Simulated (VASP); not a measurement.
A run of VASP 6.6.1 is set up as follows.

The input INCAR:

```
SYSTEM = LiF
PREC = Accurate
ENCUT = 520
EDIFF = 1E-8
ISMEAR = 0
SIGMA = 0.01
LREAL = .FALSE.
LASPH = .TRUE.
NELM = 80
ALGO = Normal
ISIF = 2
LWAVE = .FALSE.
LCHARG = .TRUE.
NBANDS = 12
IBRION = 8
NSW = 1
LEPSILON = .TRUE.
```

KPOINTS

```
regular mesh
0
G
  10 10 10
  0 0 0
```

POSCAR

```
LiF
1.0
    0.0000000000      1.8440576656      1.8440576656
    1.8440576656      0.0000000000      1.8440576656
    1.8440576656      1.8440576656      0.0000000000
Li F
1 1
Direct
    0.0000000000      0.0000000000      0.0000000000
    0.5000000000      0.5000000000      0.5000000000
```

Potentials or basis: VASP PAW LDA potentials, release 64 (Li_sv, F).

Run with:

```console
$ cat potpaw_LDA.64/Li_sv/POTCAR potpaw_LDA.64/F/POTCAR > POTCAR
$ mpirun -np 1 vasp_std > vasp.out
```

**Question.** Estimate the electronic dielectric tensor (diagonal).

**Answer.** 2.16.

**Question.** What does it give for the Born charges (mean of the diagonal)?

**Answer.** Li +1.02; F -1.02 e.

**Question.** Predict the highest phonon frequency at Γ, LO-TO splitting left out.

**Answer.** 503 cm⁻¹.

Electronic dielectric tensor:
```
2.16 0.00 0.00
0.00 2.16 0.00
0.00 0.00 2.16
```

Caveat: the cell wasn't relaxed at this level first, which shifts response properties.
